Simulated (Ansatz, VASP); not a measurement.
## One calculation of C, two programs

```xyz
2
Lattice="0.0000 2.1346 3.3995 1.2325 0.0000 3.3995 1.2325 2.1346 0.0000" Properties=species:S:1:pos:R:3 pbc="T T T"
C     1.2325    0.7118    3.3995
C     1.2325    3.5573    3.3995
```

Alike in both runs: functional PBE; dispersion D3(BJ); k mesh 14 × 14 × 14; occupations gaussian, width 0.02 eV; no spin polarisation.

Ansatz relaxed the structure, and its values are those at the end. VASP's run is a single point on that final structure, the one shown.

|  | VASP | Ansatz |
| --- | --- | --- |
| version | VASP 6.6.1 | Ansatz 0.2.0 |
| potentials or method | VASP PAW PBE potentials, release 64 (C), cutoff 520 eV | scalar-relativistic, plane waves, PAW |
| valence electrons in the cell | 8 | 8 |

|  | VASP | Ansatz | Ansatz less VASP |
| --- | --- | --- | --- |
| gap on the k mesh at the Fermi level (eV) | 0.41 | 0.41 | 0.000 |
| least direct gap on the mesh (eV) | 0.51 | 0.51 | +0.001 |
| pressure (GPa) | 0.4 | 0.0 | -0.43 |
